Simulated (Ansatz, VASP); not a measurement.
# Two plane-wave programs on Ag

```
Ag
1.0
     2.87019    0.00000    0.00000
    -1.43509    2.48565    0.00000
     0.00000    0.00000    4.69222
Ag
2
Direct
  0.33333 0.66667 0.25000
  0.66667 0.33333 0.75000
```

Change from the starting cell: volume scaled by 0.94, PAW files.

Alike in both runs: task electric field gradients; functional LDA; k mesh 14 × 14 × 8; occupations fermi-dirac, width 0.05 eV; no spin polarisation.

|  | VASP | Ansatz |
| --- | --- | --- |
| version | VASP 6.6.1 | Ansatz 0.2.0 |
| potentials or method | VASP PAW LDA potentials, release 64 (Ag) | PAW with Ansatz's default frozen-core files, scalar-relativistic |
| plane-wave cutoff (eV) | 520 | 420 |
| valence electrons in the cell | 22 | 38 |

Ansatz gave:

| Property | Result |
| --- | --- |
| pressure (GPa) | -5.0 |
| traceless stress, the component that is largest in VASP (GPa) | -0.17 |
| size of Vzz on the site where it differs most (V/Å²) | 3.8 |

Task: What did VASP give for the same quantities?

Result: Pressure (GPa): -4.9; traceless stress, the component that is largest in VASP (GPa): -0.18; size of Vzz on the site where it differs most (V/Å²): 3.5.

LDA's correlation is that of Perdew and Zunger in VASP and of Perdew and Wang (1992) in Ansatz. VASP's potentials hold 22 valence electrons a cell and Ansatz's 38, so a difference there can come from the potentials and not from the codes.
